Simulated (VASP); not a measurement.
A run of VASP 6.6.1 is set up as follows.

File INCAR:

```
PREC     = Accurate       # precision mode
ENCUT    = 520            # plane-wave cutoff, eV
EDIFF    = 1E-7           # SCF threshold, eV
ISMEAR   = 0              # smearing method
SIGMA    = 0.1            # smearing width, eV
LREAL    = Auto         
LASPH    = True           # aspherical terms in the spheres
NELM     = 60             # most SCF steps
ALGO     = Normal         # electronic algorithm
ISIF     = 2              # what is computed and relaxed
LWAVE    = False          # write WAVECAR
LCHARG   = True           # write CHGCAR
GGA      = PS             # functional
LELF     = True           # ELF
LVHAR    = True         
NBANDS   = 85             # bands
```

The input KPOINTS:

```
Automatic mesh
0
Gamma
  4 4 4
```

File POSCAR:

```
ScGa7N8
1.0
    3.2205216675     -0.0023793055      5.2147346535
    3.2205216675      0.0023793055     -5.2147346535
   -3.2205216675      5.5842451237     -0.0025634007
Sc Ga N
1 7 8
Direct
    0.1656006626      0.1691812479      0.3347819105
    0.1686974692      0.1701248022      0.8337960572
    0.6652330153      0.6656645215      0.3308975368
    0.6636712550      0.6650985880      0.8337960572
    0.0844540145      0.5834472765      0.1642135951
    0.5807663186      0.0797595806      0.1642135951
    0.0823024607      0.5881644674      0.6704669281
    0.5867941582      0.0812831709      0.6680773291
    0.3637713492      0.9716051242      0.3353764734
    0.8570791709      0.4757636957      0.3328428666
    0.3558385882      0.9806448806      0.8329886845
    0.8523438039      0.4771500963      0.8329886845
    0.2758433138      0.4019337480      0.1591118068
    0.2736928639      0.4065540069      0.6802468708
    0.7571780588      0.8832684931      0.1591118068
    0.7747334972      0.8923563003      0.6670897975
```

Potentials or basis: VASP PAW PBE potentials, release 64 (Sc_sv, Ga_d, N).

Run with:

```bash
$ cat potpaw_PBE.64/Sc_sv/POTCAR potpaw_PBE.64/Ga_d/POTCAR potpaw_PBE.64/N/POTCAR > POTCAR
$ mpirun -np 1 vasp_std > vasp.out
```

Task: Estimate the pressure.

Result: -0.1 GPa.

Task: What does it give for the band gap on the k mesh?

Result: 2.14 eV.

Task: Estimate the largest force.

Result: 0.060 eV/Å.

Forces on the atoms (eV/Å):
```
Sc   0.000  0.010  0.008
Ga   0.009 -0.001  0.006
Ga   0.000 -0.006  0.017
Ga  -0.009 -0.001  0.006
Ga   0.016  0.008  0.009
Ga  -0.016  0.008  0.009
Ga   0.000  0.002  0.013
Ga   0.000 -0.020 -0.004
N    0.000  0.000  0.053
N    0.000 -0.001 -0.042
N    0.001 -0.001 -0.005
N   -0.001 -0.001 -0.005
N    0.048 -0.030 -0.021
N    0.000  0.057 -0.018
N   -0.048 -0.030 -0.021
N    0.000  0.005 -0.008
```

Caveat: the PAW data sets were made with another functional, which shifts forces and pressure a little.
